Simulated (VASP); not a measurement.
Here is a VASP 6.6.1 calculation.

INCAR

```
PREC = Accurate
ENCUT = 520
EDIFF = 1E-6
ISMEAR = -1
SIGMA = 0.03
LREAL = False
LASPH = True
NELM = 60
ALGO = Normal
ISIF = 2
LWAVE = False
LCHARG = True
GGA = PS
LELF = True
LVHAR = True
NBANDS = 25
```

The input KPOINTS:

```
Automatic mesh
0
Gamma
  6 6 9
```

File POSCAR:

```
SiO2
1.0
    4.2620835590      0.0000000000      0.0000000000
    0.0000000000      4.2620835590      0.0000000000
    0.0000000000      0.0000000000      2.7201230877
Si O
2 4
Direct
    0.0000000000      0.0000000000      0.0000000000
    0.5000000000      0.5000000000      0.5000000000
    0.3067000000      0.3067000000      0.0000000000
    0.1933000000      0.8067000000      0.5000000000
    0.6933000000      0.6933000000      0.0000000000
    0.8067000000      0.1933000000      0.5000000000
```

Potentials or basis: VASP PAW PBE potentials, release 64 (Si, O).

The run is started by

```sh
$ cat potpaw_PBE.64/Si/POTCAR potpaw_PBE.64/O/POTCAR > POTCAR
$ mpirun -np 1 vasp_std > vasp.out
```

Question: What does it give for the pressure?

Answer: -12.7 GPa.

Question: Estimate the largest force.

Answer: 0.162 eV/Å.

Stress tensor (GPa, compression positive):
```
-11.86   0.00   0.00
  0.00 -11.86   0.00
  0.00   0.00 -14.47
```

Caveat: the PAW data sets were made with another functional, which shifts forces and pressure a little.
